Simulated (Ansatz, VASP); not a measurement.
Two plane-wave programs on B3As

File INCAR:

```
ALGO = Normal ; EDIFF = 1E-7
EDIFFG = -0.04 ; ENCUT = 600
GGA = PE ; IBRION = 2
ISIF = 3 ; ISMEAR = 0
LASPH = True ; LCHARG = False
LREAL = False ; LWAVE = False
NELM = 80 ; NSW = 90
PREC = Accurate ; SIGMA = 0.1
```

File KPOINTS:

```
k-points
0
Gamma
  6 6 6
```

The input POSCAR:

```
B3As
1.0
    3.5389621900      0.0000000000      0.0000000000
    0.0000000000      3.5389621900      0.0000000000
    0.0000000000      0.0000000000      3.5389621900
B As
3 1
Direct
    0.0000000000      0.5000000000      0.5000000000
    0.5000000000      0.0000000000      0.5000000000
    0.5000000000      0.5000000000      0.0000000000
    0.0000000000      0.0000000000      0.0000000000
```

Input for Ansatz:

```yaml
crystal:
  lattice:
    - [3.53896219, 0.0, 0.0]
    - [0.0, 3.53896219, 0.0]
    - [0.0, 0.0, 3.53896219]
  atoms:
    - { symbol: B, position: [0.0, 0.5, 0.5] }
    - { symbol: B, position: [0.5, 0.0, 0.5] }
    - { symbol: B, position: [0.5, 0.5, 0.0] }
    - { symbol: As, position: [0.0, 0.0, 0.0] }
basis:
  ecutwfc: 420
kpoints:
  mp_grid: { grid: [6, 6, 6] }
hamiltonian:
  xc: pbe
scf:
  occupations: { method: gaussian, width: 0.1 }
  lower_state_search: "off"
output:
  forces: true
  stress: true
  eigenvalues: true
relax:
  adjacent_minimum: "off"
  f_tol: 0.04
  max_steps: 70
  cell: { stress_tol: 0.4 }
```

Change from the starting cell: species swapped into the GdPd3 type (Pm-3m, No. 221).

Alike in both runs: task relaxation of cell and atoms; functional PBE; k mesh 6 × 6 × 6; occupations gaussian, width 0.1 eV; no spin polarisation.

```csv
,VASP,Ansatz
version,VASP 6.6.1,Ansatz 0.2.0
potentials or method,"VASP PAW PBE potentials, release 64 (B, As), cutoff 600 eV","scalar-relativistic, plane waves, PAW"
valence electrons in the cell,14,24
```

Ansatz gave:

```
gap on the k mesh at the Fermi level, each at its own relaxed structure (eV) : none
relaxed volume (Å³/atom)                                                     : 9.63
relaxed cell length with the largest relative difference (Å)                 : 3.378
```

Problem. What did VASP give for the same quantities?

Solution. gap on the k mesh at the Fermi level, each at its own relaxed structure (eV): none; relaxed volume (Å³/atom): 9.69; relaxed cell length with the largest relative difference (Å): 3.384.

A gap of «none» marks a metal or a gap that the smearing closes. VASP's potentials hold 14 valence electrons a cell and Ansatz's 24, so a difference there can come from the potentials and not from the codes.
